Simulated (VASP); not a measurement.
Set up this calculation in VASP 6.6.1, as the native input.

```yaml
Task: single point
Functional: PBE
Potentials_or_basis: VASP PAW PBE potentials, release 64 (W_sv)
Cutoff: 520 eV
k_mesh: 18 × 18 × 5
Occupations: gaussian, width 0.15 eV
Spin: no spin polarisation
Dipole_correction: no
Further_INCAR_settings: ALGO = Fast; EDIFF = 1e-06; NBANDS = 36
```

The structure of W lies in POSCAR:

```
W
1.0
   -1.5973000000      1.5973000000     -1.5973000000
   -1.5973000000     -1.5973000000      1.5973000000
    0.0000000000      6.7427533906      6.7427533906
W
4
Direct
    0.0000000000      0.0000000000      0.8291197492
    0.5000000000      0.5000000000      0.1184456785
    0.0000000000      0.0000000000      0.3553370354
    0.5000000000      0.5000000000      0.5922283923
```

This cell differs from its parent crystal: the distance across one plane changed.

One way to write it, as run:

INCAR

```
SYSTEM = W
PREC = Accurate ; ENCUT = 520
EDIFF = 1E-6 ; ISMEAR = 0
SIGMA = 0.15 ; LREAL = .FALSE.
LASPH = .TRUE. ; NELM = 80
ALGO = Fast ; ISIF = 2
LWAVE = .FALSE. ; LCHARG = .TRUE.
GGA = PE ; LELF = .TRUE.
LVHAR = .TRUE. ; NBANDS = 36
```

KPOINTS

```
regular mesh
0
G
  18 18 5
  0 0 0
```

Potentials or basis: VASP PAW PBE potentials, release 64 (W_sv).

Run with:

```console
$ cat potpaw_PBE.64/W_sv/POTCAR > POTCAR
$ mpirun -np 1 vasp_std > vasp.out
```

It gave:

* Pressure: -11.7 GPa
* Largest force: 1.666 eV/Å
* Band gap on the k mesh: zero (bands 28 and 29 overlap by 2.29 eV)

Caveat: the cell differs from its parent crystal (the distance across one plane changed); the cell stands under tension; spin-orbit coupling is left out, which moves the levels of the heavy elements; forces of over 1 eV/Å act on the atoms, so gaps and moduli don't describe the material at rest.

It took 6.5 min on 1 thread of Intel(R) Xeon(R) 6975P-C (Granite Rapids) (shared host), peak memory 0.55 GiB.
